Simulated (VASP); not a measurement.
The system is CdSe.

```
Cd Se
1.0
     0.00000    3.09060    3.09060
     3.09060    0.00000    3.09060
     3.09060    3.09060    0.00000
Cd Se
1 1
Direct
  0.00000 0.00000 0.00000
  0.25000 0.25000 0.25000
```

Base run:

* Program: VASP 6.6.1
* Functional: BLYP
* Potentials or basis: VASP PAW PBE potentials, release 64 (Cd, Se)
* Cutoff: 520 eV
* k mesh: 8 × 8 × 8
* Occupations: fermi-dirac, width 0.05 eV
* Spin: no spin polarisation

Its results: band gap on the k mesh 0.46 eV, direct; pressure 3.3 GPa.

Q: The run is repeated on the same cell with these changes: dispersion from none to D4. What comes out?

A: Band gap on the k mesh 0.46 eV, direct; pressure -0.4 GPa.

Dispersion adds attraction, which lowers the pressure at fixed volume and, as a term added to the energy, leaves the levels alone.

Caveats: the PAW data sets were made with another functional, which shifts forces and pressure a little.

